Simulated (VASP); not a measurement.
# Cd (Pm-3m) in VASP: a series of runs

Cd is run at these levels: LDA; tasks: single point.

Program: VASP 6.6.1. These are calculated values, not measurements. Logs are shortened: lines on timing, memory, paths and dates and some standing lists are left out, and cuts for length are marked.

### 1 The cell of the first run

The structure is cubic, space group Pm-3m (No. 221). Conventional cell: a = 2.857 Å, b = 2.857 Å, c = 2.857 Å, α = 90.00°, β = 90.00°, γ = 90.00°. Cd (site symmetry m-3m) has 6 Cd at 2.86 Å within 3.8 Å.

This isn't the form of Cd at room conditions, which is hcp.

### 2 Single point, LDA

File INCAR:

```
SYSTEM = Cd
ALGO = Normal
EDIFF = 1E-6
ENCUT = 630
GGA_COMPAT = .False.
ISIF = 2
ISMEAR = -1
LASPH = .True.
LCHARG = .False.
LREAL = .False.
LWAVE = .False.
NBANDS = 16
NELM = 120
PREC = Accurate
SIGMA = 0.05
```

File KPOINTS:

```
k-points
0
Gamma
  8 8 8
  0 0 0
```

File POSCAR:

```
Cd
1.0
    2.8565424647      0.0000000000      0.0000000000
    0.0000000000      2.8565424647      0.0000000000
    0.0000000000      0.0000000000      2.8565424647
Cd
1
Direct
    0.0000000000      0.0000000000      0.0000000000
```

Potentials or basis: VASP PAW LDA potentials, release 64 (Cd_sv_GW).

The run is started by

```bash
$ cat potpaw_LDA.64/Cd_sv_GW/POTCAR > POTCAR
$ mpirun -np 1 vasp_std > vasp.out
```

OUTCAR:

```text
SYSTEM = Cd
   EDIFF = 1E-6
   ENCUT = 630
   ISIF = 2
   ISMEAR = -1
   LASPH = .True.
   LREAL = .False.
   NELM = 120
   PREC = Accurate

 ion  position               nearest neighbor table
   1  0.000  0.000  0.000-

  LATTYP: Found a simple cubic cell.
 ALAT       =     2.8565424647

  Lattice vectors:

 A1 = (   2.8565424647,   0.0000000000,   0.0000000000)
 A2 = (   0.0000000000,   2.8565424647,   0.0000000000)
 A3 = (   0.0000000000,   0.0000000000,   2.8565424647)

Analysis of symmetry for initial positions (statically):
=====================================================================
 Subroutine PRICEL returns:
 Original cell was already a primitive cell.

 Routine SETGRP: Setting up the symmetry group for a
 simple cubic supercell.

 Subroutine GETGRP returns: Found 48 space group operations
 (whereof 48 operations were pure point group operations)
 out of a pool of 48 trial point group operations.

The static configuration has the point symmetry O_h .

Analysis of symmetry for dynamics (positions and initial velocities):
=====================================================================
 Subroutine PRICEL returns:
 Original cell was already a primitive cell.

 Routine SETGRP: Setting up the symmetry group for a
 simple cubic supercell.

 Subroutine GETGRP returns: Found 48 space group operations
 (whereof 48 operations were pure point group operations)
 out of a pool of 48 trial point group operations.

The dynamic configuration has the point symmetry O_h .

 Subroutine INISYM returns: Found 48 space group operations
 (whereof 48 operations are pure point group operations),
 and found     1 'primitive' translations

----------------------------------------------------------------------------------------

                                     Primitive cell

  volume of cell :      23.3089

  direct lattice vectors                    reciprocal lattice vectors
     2.856542465  0.000000000  0.000000000     0.350073564  0.000000000  0.000000000
     0.000000000  2.856542465  0.000000000     0.000000000  0.350073564  0.000000000
     0.000000000  0.000000000  2.856542465     0.000000000  0.000000000  0.350073564

  length of vectors
     2.856542465  2.856542465  2.856542465     0.350073564  0.350073564  0.350073564

  position of ions in fractional coordinates (direct lattice)
     0.000000000  0.000000000  0.000000000

  ion indices of the primitive-cell ions
   primitive index   ion index
                 1           1

----------------------------------------------------------------------------------------

 KPOINTS: k-points

Automatic generation of k-mesh.
 Grid dimensions read from file:
 generate k-points for:    8    8    8

 Generating k-lattice:

  Cartesian coordinates                     Fractional coordinates (reciprocal lattice)
     0.043759195  0.000000000  0.000000000     0.125000000  0.000000000  0.000000000
     0.000000000  0.043759195  0.000000000     0.000000000  0.125000000  0.000000000
     0.000000000  0.000000000  0.043759195     0.000000000  0.000000000  0.125000000

  Length of vectors
     0.043759195  0.043759195  0.043759195

  Shift w.r.t. Gamma in fractional coordinates (k-lattice)
     0.000000000  0.000000000  0.000000000

 Subroutine IBZKPT returns following result:
 ===========================================

 Found     35 irreducible k-points:

 Following reciprocal coordinates:
            Coordinates               Weight
  0.000000  0.000000  0.000000      1.000000
  0.125000  0.000000  0.000000      6.000000
  0.250000  0.000000  0.000000      6.000000
  0.375000  0.000000  0.000000      6.000000
  0.500000  0.000000  0.000000      3.000000
  0.125000  0.125000  0.000000     12.000000
[... 16 lines left out ...]
  0.375000  0.375000  0.125000     24.000000
  0.500000  0.375000  0.125000     24.000000
 [... further k-points ...]
   k-points           NKPTS =     35   k-points in BZ     NKDIM =     35   number of bands    NBANDS=     16
   number of dos      NEDOS =    301   number of ions     NIONS =      1
   total plane-waves  NPLWV =  13824
   dimension x,y,z NGX =    24 NGY =   24 NGZ =   24
   dimension x,y,z NGXF=    48 NGYF=   48 NGZF=   48
   ions per type =               1
   NGX,Y,Z   is equivalent  to a cutoff of  13.97, 13.97, 13.97 a.u.
   NGXF,Y,Z  is equivalent  to a cutoff of  27.94, 27.94, 27.94 a.u.
 SYSTEM =  Cd
   PREC   = accura    normal or accurate (medium, high low for compatibility)
   ISTART =      0    job   : 0-new  1-cont  2-samecut
   ICHARG =      2    charge: 1-file 2-atom 10-const
   ISPIN  =      1    spin polarized calculation?
   LNONCOLLINEAR =      F non collinear calculations
   LSORBIT =      F    spin-orbit coupling
   LASPH  =      T    aspherical Exc in radial PAW
   ENCUT  =  630.0 eV  46.30 Ry    6.80 a.u.   5.85  5.85  5.85*2*pi/ulx,y,z
   NELM   =    120;   NELMIN=  2; NELMDL= -5     # of ELM steps
   EDIFF  = 0.1E-05   stopping-criterion for ELM
   LREAL  =      F    real-space projection
   EDIFFG = 0.1E-04   stopping-criterion for IOM
   NSW    =      0    number of steps for IOM
   IBRION =     -1    ionic relax: 0-MD 1-quasi-New 2-CG
   NFREE  =      0    steps in history (QN), initial steepest desc. (CG)
   ISIF   =      2    stress and relaxation
   ISYM   =      2    0-nonsym 1-usesym 2-fastsym
   POTIM  = 0.5000    time-step for ionic-motion
   TEBEG  =    0.0;   TEEND  =   0.0 temperature during run
   PSTRESS=    0.0 pullay stress
   NELECT =      20.0000    total number of electrons
   NUPDOWN=      -1.0000    fix difference up-down
   EMIN   =  10.00;   EMAX   =-10.00  energy-range for DOS
   EFERMI =   0.00;   METHOD = LEGACY
   ISMEAR =    -1;   SIGMA  =   0.05  broadening in eV -4-tet -1-fermi 0-gaus
   EFERMI_NEDOS =   21; number of points for ismear=-14 and -15
   IALGO  =     38    algorithm
   IMIX   =      4    mixing-type and parameters
     AMIX     =   0.40;   BMIX     =  1.00
     AMIX_MAG =   1.60;   BMIX_MAG =  1.00
  volume/ion in A,a.u.               =      23.31       157.30
  Fermi-wavevector in a.u.,A,eV,Ry     =   1.555646  2.939745 32.926573  2.420035
  Thomas-Fermi vector in A             =   2.659557
   LORBIT       =      0    0 simple, 1 ext, 2 COOP (PROOUT), +10 PAW based schemes
   GGA     = CA    functional components
   LHFCALC =     F    Hartree Fock is set to
   AEXX    =    0.0000 exact exchange contribution
   IVDW    =     0    specifies the selected vdW correction
   LEPSILON=     F    determine dielectric tensor
   LRPA    =     F    only Hartree local field effects (RPA)
 non-spin polarized calculation
  energy-cutoff  :      630.00
  volume of cell :       23.31
 maximum number of plane-waves:       860
 NGX is ok and might be reduce to    24
   NGX = 11   NGY = 11   NGZ = 11

 number of electron      19.9999991 magnetization

 Free energy of the ion-electron system (eV)
  ---------------------------------------------------
  ext. energy  EPLUGINS =         0.00000000
  ---------------------------------------------------
  free energy    TOTEN  =        -1.36805910 eV

  energy without entropy =       -1.36622862  energy(sigma->0) =       -1.36714386

 E-fermi :   5.4400     XC(G=0): -11.1661

 val. band max:        5.0120491279   @ k =   0.5000   0.3750   0.1250
 cond. band min:       5.5157804205   @ k =   0.5000   0.3750   0.0000
 fundamental gap:      0.5037312926
 Fermi energy:         5.4400276397

 k-point     1 :       0.0000    0.0000    0.0000
  band No.  band energies     occupation
      1     -97.0603      2.00000
      2     -58.3961      2.00000
      3     -58.3961      2.00000
      4     -58.3961      2.00000
      5      -4.6749      2.00000
      6      -4.6749      2.00000
[... 8 lines left out ...]
     15      19.7211      0.00000
     16      20.7514      0.00000

 k-point     2 :       0.1250    0.0000    0.0000
  band No.  band energies     occupation
      1     -97.0597      2.00000
      2     -58.4052      2.00000
      3     -58.3954      2.00000
      4     -58.3954      2.00000
      5      -4.6526      2.00000
      6      -4.5333      2.00000
[... 8 lines left out ...]
     15      20.3446      0.00000
     16      23.2544      0.00000

 k-point     3 :       0.2500    0.0000    0.0000
  band No.  band energies     occupation
      1     -97.0583      2.00000
      2     -58.4274      2.00000
      3     -58.3938      2.00000
      4     -58.3938      2.00000
      5      -4.5984      2.00000
      6      -4.2485      2.00000
[... 8 lines left out ...]
     15      20.5402      0.00000
     16      26.1881      0.00000

 k-point     4 :       0.3750    0.0000    0.0000
  band No.  band energies     occupation
      1     -97.0568      2.00000
      2     -58.4495      2.00000
      3     -58.3922      2.00000
      4     -58.3922      2.00000
      5      -4.5435      2.00000
      6      -4.0121      2.00000
[... 8 lines left out ...]
     15      20.6983      0.00000
     16      24.9022      0.00000
[... 324 lines left out ...]
 k-point    22 :       0.5000    0.2500    0.1250
  band No.  band energies     occupation
      1     -97.0536      2.00000
      2     -58.4550      2.00000
      3     -58.4216      2.00000
      4     -58.3982      2.00000
      5      -4.0577      2.00000
      6      -3.9645      2.00000
[... 8 lines left out ...]
     15      19.0616      0.00000
     16      25.8036      0.00000

 k-point    23 :       0.3750    0.3750    0.1250
  band No.  band energies     occupation
      1     -97.0527      2.00000
      2     -58.4442      2.00000
      3     -58.4440      2.00000
      4     -58.3972      2.00000
      5      -4.1664      2.00000
      6      -3.9755      2.00000
[... 8 lines left out ...]
     15      22.1961      0.00000
     16      23.1664      0.00000

 k-point    24 :       0.5000    0.3750    0.1250
  band No.  band energies     occupation
      1     -97.0521      2.00000
      2     -58.4532      2.00000
      3     -58.4434      2.00000
      4     -58.3966      2.00000
      5      -4.2789      2.00000
      6      -3.9385      2.00000
[... 8 lines left out ...]
     15      20.3785      0.00000
     16      23.9912      0.00000

 [... further k-points ...]

------------------------ aborting loop because EDIFF is reached ----------------------------------------

  FORCE on cell =-STRESS in cart. coord.  units (eV):
  Direction    XX          YY          ZZ          XY          YZ          ZX
  --------------------------------------------------------------------------------------
  -------------------------------------------------------------------------------------
  Total       -0.0081463     -0.0081463     -0.0081463      0.0000000     -0.0000000      0.0000000
  in kB       -0.5599478     -0.5599478     -0.5599478      0.0000000     -0.0000000      0.0000000
  external PRESSURE =      -0.5599478 kB  Pullay stress =       0.0000000 kB

 VOLUME and BASIS-vectors are now :
 -----------------------------------------------------------------------------
  energy-cutoff  :      630.00
  volume of cell :       23.31
      direct lattice vectors                 reciprocal lattice vectors
     2.856542465  0.000000000  0.000000000     0.350073564  0.000000000  0.000000000
     0.000000000  2.856542465  0.000000000     0.000000000  0.350073564  0.000000000
     0.000000000  0.000000000  2.856542465     0.000000000  0.000000000  0.350073564

 POSITION                                       TOTAL-FORCE (eV/Angst)
 -----------------------------------------------------------------------------------
      0.00000      0.00000      0.00000         0.000000      0.000000      0.000000
 -----------------------------------------------------------------------------------
    total drift:                                0.000000      0.000000      0.000000

  FREE ENERGIE OF THE ION-ELECTRON SYSTEM (eV)
  ---------------------------------------------------
  free  energy   TOTEN  =        -1.3680591040 eV

  energy  without entropy=       -1.3662286224  energy(sigma->0) =       -1.36714386
```

It took 7.8 s on 1 thread of Intel Xeon Platinum 8124M at 3.00GHz (Skylake/Cascade Lake), shared host; peak memory 0.14 GiB.

Results:

```yaml
Free_energy: -1.3681 eV
Pressure: -0.1 GPa
Band_gap_on_the_k_mesh: zero (bands 10 and 11 overlap by 7.33 eV)
```

### 3 Single point, LDA

This run uses another cell than the first one, of 21.59 Å³/atom.

File INCAR:

```
PREC = Accurate
ENCUT = 630
EDIFF = 1E-6
ISMEAR = -1
SIGMA = 0.05
LREAL = F
LASPH = T
NELM = 120
ALGO = Normal
ISIF = 2
LWAVE = F
LCHARG = F
GGA = CA
NBANDS = 16
GGA_COMPAT = F
```

File KPOINTS:

```
regular mesh
0
Gamma
  8 8 8
```

File POSCAR:

```
Cd
1.0
    2.7845365840      0.0000000000      0.0000000000
    0.0000000000      2.7845365840      0.0000000000
    0.0000000000      0.0000000000      2.7845365840
Cd
1
Direct
    0.0000000000      0.0000000000      0.0000000000
```

Potentials or basis: VASP PAW LDA potentials, release 64 (Cd_sv_GW).

The run is started by

```bash
$ cat potpaw_LDA.64/Cd_sv_GW/POTCAR > POTCAR
$ mpirun -np 1 vasp_std > vasp.out
```

OUTCAR:

```text
PREC = Accurate
   ENCUT = 630
   EDIFF = 1E-6
   ISMEAR = -1
   LREAL = F
   LASPH = T
   NELM = 120
   ISIF = 2
   GGA = CA

 ion  position               nearest neighbor table
   1  0.000  0.000  0.000-

  LATTYP: Found a simple cubic cell.
 ALAT       =     2.7845365840

  Lattice vectors:

 A1 = (   2.7845365840,   0.0000000000,   0.0000000000)
 A2 = (   0.0000000000,   2.7845365840,   0.0000000000)
 A3 = (   0.0000000000,   0.0000000000,   2.7845365840)

Analysis of symmetry for initial positions (statically):
=====================================================================
 Subroutine PRICEL returns:
 Original cell was already a primitive cell.

 Routine SETGRP: Setting up the symmetry group for a
 simple cubic supercell.

 Subroutine GETGRP returns: Found 48 space group operations
 (whereof 48 operations were pure point group operations)
 out of a pool of 48 trial point group operations.

The static configuration has the point symmetry O_h .

Analysis of symmetry for dynamics (positions and initial velocities):
=====================================================================
[... 154 lines left out ...]
  energy without entropy =       -1.33856964  energy(sigma->0) =       -1.33944392

 E-fermi :   6.1506     XC(G=0): -11.5868

 val. band max:        5.8871842874   @ k =   0.5000   0.3750   0.1250
 cond. band min:       6.2109023208   @ k =   0.5000   0.3750   0.0000
 fundamental gap:      0.3237180334
 Fermi energy:         6.1505713420

 k-point     1 :       0.0000    0.0000    0.0000
  band No.  band energies     occupation
      1     -96.4182      2.00000
      2     -57.7430      2.00000
      3     -57.7430      2.00000
      4     -57.7430      2.00000
      5      -4.2255      2.00000
      6      -4.2255      2.00000
[... 433 lines left out ...]
      3     -57.8075      2.00000
      4     -57.7434      2.00000
      5      -3.7981      2.00000
      6      -3.3821      2.00000
[... 8 lines left out ...]
     15      21.9742      0.00000
     16      25.3274      0.00000

 [... further k-points ...]

------------------------ aborting loop because EDIFF is reached ----------------------------------------

  FORCE on cell =-STRESS in cart. coord.  units (eV):
  Direction    XX          YY          ZZ          XY          YZ          ZX
  --------------------------------------------------------------------------------------
  -------------------------------------------------------------------------------------
  Total        0.6775561      0.6775561      0.6775561     -0.0000000      0.0000000      0.0000000
  in kB       50.2802080     50.2802080     50.2802080     -0.0000000      0.0000000      0.0000000
  external PRESSURE =      50.2802080 kB  Pullay stress =       0.0000000 kB

 VOLUME and BASIS-vectors are now :
 -----------------------------------------------------------------------------
  energy-cutoff  :      630.00
  volume of cell :       21.59
      direct lattice vectors                 reciprocal lattice vectors
     2.784536584  0.000000000  0.000000000     0.359126185  0.000000000  0.000000000
     0.000000000  2.784536584  0.000000000     0.000000000  0.359126185  0.000000000
     0.000000000  0.000000000  2.784536584     0.000000000  0.000000000  0.359126185

 POSITION                                       TOTAL-FORCE (eV/Angst)
 -----------------------------------------------------------------------------------
      0.00000      0.00000      0.00000         0.000000      0.000000      0.000000
 -----------------------------------------------------------------------------------
    total drift:                                0.000000      0.000000      0.000000

  FREE ENERGIE OF THE ION-ELECTRON SYSTEM (eV)
  ---------------------------------------------------
  free  energy   TOTEN  =        -1.3403181858 eV

  energy  without entropy=       -1.3385696445  energy(sigma->0) =       -1.33944392
```

stdout:

```text
POSCAR found type information on POSCAR Cd
 POSCAR found :  1 types and       1 ions
 scaLAPACK will be used
 LDA part: xc-table for (Slater(with rela. corr.)+CA(PZ))
 , standard interpolation
 POSCAR, INCAR and KPOINTS ok, starting setup
 FFT: planning ... GRIDC
 FFT: planning ... GRID_SOFT
 FFT: planning ... GRID
 WAVECAR not read
 entering main loop
```

It took 7.1 s on 1 thread of Intel Xeon Platinum 8488C (Sapphire Rapids), shared host; peak memory 0.14 GiB.

What came out:

```yaml
Free_energy: -1.3403 eV
Pressure: 5.0 GPa
Band_gap_on_the_k_mesh: zero (bands 10 and 11 overlap by 7.59 eV)
```

Caveat: the cell stands under pressure.

### 4 Single point, LDA

This run uses another cell than the first one, of 18.80 Å³/atom.

File INCAR:

```
SYSTEM = Cd
  ALGO = Normal
  EDIFF = 1E-6
  ENCUT = 630
  GGA = CA
  GGA_COMPAT = .FALSE.
  ISIF = 2
  ISMEAR = -1
  LASPH = .TRUE.
  LCHARG = .FALSE.
  LREAL = .FALSE.
  LWAVE = .FALSE.
  NBANDS = 16
  NELM = 120
  PREC = Accurate
  SIGMA = 0.05
```

File KPOINTS:

```
k-points
0
G
  8 8 8
  0 0 0
```

File POSCAR:

```
Cd
1.0
    2.6588319956      0.0000000000      0.0000000000
    0.0000000000      2.6588319956      0.0000000000
    0.0000000000      0.0000000000      2.6588319956
Cd
1
Direct
    0.0000000000      0.0000000000      0.0000000000
```

The run is started by

```bash
$ cat potpaw_LDA.64/Cd_sv_GW/POTCAR > POTCAR
$ mpirun -np 1 vasp_std > vasp.out
```

Wall time 5.8 s (1 thread of AMD EPYC 9R45 (Zen 5), shared host); peak memory 0.11 GiB.

The run converged. Its results:

```yaml
Free_energy: -1.1305 eV
Pressure: 20.1 GPa
Band_gap_on_the_k_mesh: zero (bands 10 and 11 overlap by 7.90 eV)
```

Levels at points of the mesh, in eV from the Fermi level:
| k point | band 6 | band 7 | band 8 | band 9 | band 10 | band 11 | band 12 | band 13 | band 14 | band 15 |
| --- | --- | --- | --- | --- | --- | --- | --- | --- | --- | --- |
| (0.00, 0.00, 0.00) | -11.08 | -9.99 | -8.38 | -8.38 | -8.38 | 11.57 | 11.57 | 11.57 | 16.54 | 16.54 |
| (0.50, 0.00, 0.00) | -10.11 | -9.22 | -9.22 | -8.30 | -3.58 | -2.41 | 15.03 | 16.81 | 16.81 | 16.83 |
| (0.50, 0.50, 0.00) | -10.28 | -9.08 | -9.08 | -7.68 | 0.84 | 0.84 | 3.92 | 6.66 | 19.26 | 19.26 |
| (0.50, 0.50, 0.50) | -10.44 | -10.44 | -7.63 | -7.63 | 5.49 | 5.49 | 5.49 | 8.25 | 11.47 | 11.47 |

Caveat: the cell stands under pressure.

### 5 Summary

```tsv
cell	gap on the mesh (eV)	pressure (GPa)
a = 2.857 Å, 1 atom	none	-0.1
a = 2.785 Å, 1 atom	none	5.0
a = 2.659 Å, 1 atom	none	20.1
```

Alike in all rows: task single point; level LDA; potentials or basis VASP PAW LDA potentials, release 64 (Cd_sv_GW); no spin polarisation; k mesh 8 × 8 × 8; cutoff (eV) 630; smearing fermi-dirac 0.05 eV.

Caveats: the cell stands under pressure (at least some runs).

Absolute energies hang on the potentials; compare differences alone.

The gap in the log of VASP goes by the Fermi energy; the results here count the filled bands.